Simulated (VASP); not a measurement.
Ge: single point with PBE

The system is Ge.

```
CELL_PARAMETERS angstrom
8.32185 0.00000 0.00000
-4.16092 7.20693 0.00000
0.00000 0.00000 2.79567
ATOMIC_POSITIONS crystal
Ge 0.33478 0.00000 0.00000
Ge 0.00000 0.33478 0.00000
Ge 0.66522 0.66522 0.00000
Ge 0.66522 0.00000 0.00000
Ge 0.00000 0.66522 0.00000
Ge 0.33478 0.33478 0.00000
Ge 0.33333 0.66667 0.50000
Ge 0.66667 0.33333 0.50000
```

```json
{
  "Program": "VASP 6.6.1",
  "Task": "single point",
  "Functional": "PBE",
  "Potentials or basis": "VASP PAW PBE potentials, release 64 (Ge_d)",
  "Cutoff": "520 eV",
  "k mesh": "6 × 6 × 12",
  "Occupations": "gaussian, width 0.1 eV",
  "Spin": "no spin polarisation"
}
```

- Pressure: 0.1 GPa
- Largest force: 0.005 eV/Å
- Band gap on the k mesh: zero (band 56 reaches 7.45 eV, above the bottom of band 57 at 4.31 eV)

Forces in eV/Å, atoms in the order of the input:
```
Ge  -0.005  0.000  0.000
Ge   0.003 -0.004  0.000
Ge   0.003  0.004  0.000
Ge   0.005  0.000  0.000
Ge  -0.003  0.004  0.000
Ge  -0.003 -0.004  0.000
Ge   0.000  0.000  0.000
Ge   0.000  0.000  0.000
```

Levels at points of the mesh, in eV from the Fermi level:
```tsv
k point	band 53	band 54	band 55	band 56	band 57	band 58	band 59	band 60
(0.00, 0.00, 0.00)	-2.59	-1.41	-1.09	-1.09	0.93	0.93	4.53	5.21
(0.50, 0.00, 0.00)	-1.95	-0.21	1.13	1.25	1.36	1.94	3.33	3.74
(0.00, 0.00, 0.50)	-3.13	-2.43	-2.36	-0.48	-0.18	-0.18	0.37	1.81
(0.50, 0.00, 0.50)	-2.83	-2.03	-1.93	-1.76	-1.21	-0.66	0.19	1.05
```

Run time: 5.5 min on 1 thread of Intel(R) Xeon(R) Platinum 8559C (Emerald Rapids), with other jobs on the host, peak memory 0.51 GiB.
